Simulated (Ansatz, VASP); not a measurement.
## CdSe, level by level in two programs

```xyz
2
Lattice="0.0000 3.0703 3.0703 3.0703 0.0000 3.0703 3.0703 3.0703 0.0000" Properties=species:S:1:pos:R:3 pbc="T T T"
Cd    0.0000    0.0000    0.0000
Se    1.5351    1.5351    1.5351
```

Single points on this cell with VASP 6.6.1 and Ansatz 0.2.0. Each row is one pair of runs. Alike in all rows: smearing: fermi-dirac, width 0.05 eV; VASP's potentials, cutoff: VASP PAW PBE potentials, release 64 (Cd, Se), 520 eV; Ansatz's potentials, cutoff: Ansatz PAW, 420 eV.

| level | spin | k mesh | pressure (GPa), VASP | pressure (GPa), Ansatz |
| --- | --- | --- | --- | --- |
| BHLYP | off | 4 × 4 × 4 | 1.4 | 1.5 |
| PBE | off | 10 × 10 × 10 | 1.6 | 1.3 |
| PBEsol | non-collinear, zero start, SOC | 8 × 8 × 8 | -1.1 | -1.4 |
| HSE06 | non-collinear, zero start, SOC | 4 × 4 × 4 | 0.4 | 0.2 |

Pressure (GPa): the two programs differ by at most 0.32.

VASP's potentials hold 18 valence electrons a cell and Ansatz's 36, so a difference there can come from the potentials and not from the codes.

The k mesh is coarse in some rows, so the values compare programs but aren't converged.
